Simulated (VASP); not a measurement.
HfO2:

```
CELL_PARAMETERS angstrom
5.21946 0.00000 0.00000
0.00000 5.00476 0.00000
0.00000 0.00000 5.03269
ATOMIC_POSITIONS crystal
Hf 0.96699 0.73252 0.74144
Hf 0.53301 0.73252 0.24144
Hf 0.46699 0.26748 0.74144
Hf 0.03301 0.26748 0.24144
O 0.63213 0.92865 0.87927
O 0.86787 0.92865 0.37927
O 0.23395 0.53988 0.49229
O 0.26605 0.53988 0.99229
O 0.76605 0.46012 0.99229
O 0.73395 0.46012 0.49229
O 0.13213 0.07135 0.87927
O 0.36787 0.07135 0.37927
```

Base run:

| Quantity | Value |
| --- | --- |
| Program | VASP 6.6.1 |
| Functional | r2SCAN |
| Potentials or basis | VASP PAW PBE potentials, release 64 (Hf_pv, O) |
| Cutoff | 520 eV |
| k mesh | 5 × 6 × 5 |
| Occupations | fermi-dirac, width 0.05 eV |
| Spin | no spin polarisation |

Its results: band gap on the k mesh 4.96 eV (least direct gap 5.17 eV); pressure 0.3 GPa; largest force 0.015 eV/Å.

The run is repeated on the same cell with these changes: functional from r2SCAN to RPBE; dispersion from none to D4. What comes out?

Band gap on the k mesh 4.52 eV (least direct gap 4.71 eV); pressure 3.4 GPa; largest force 0.073 eV/Å.

Several settings changed at once.

Caveats: the PAW data sets were made with another functional, which shifts forces and pressure a little; spin-orbit coupling is left out, which moves the levels of the heavy elements; an odd mesh through Γ misses points on the zone boundary, where band edges can lie; the cell stands under pressure (at least some runs).
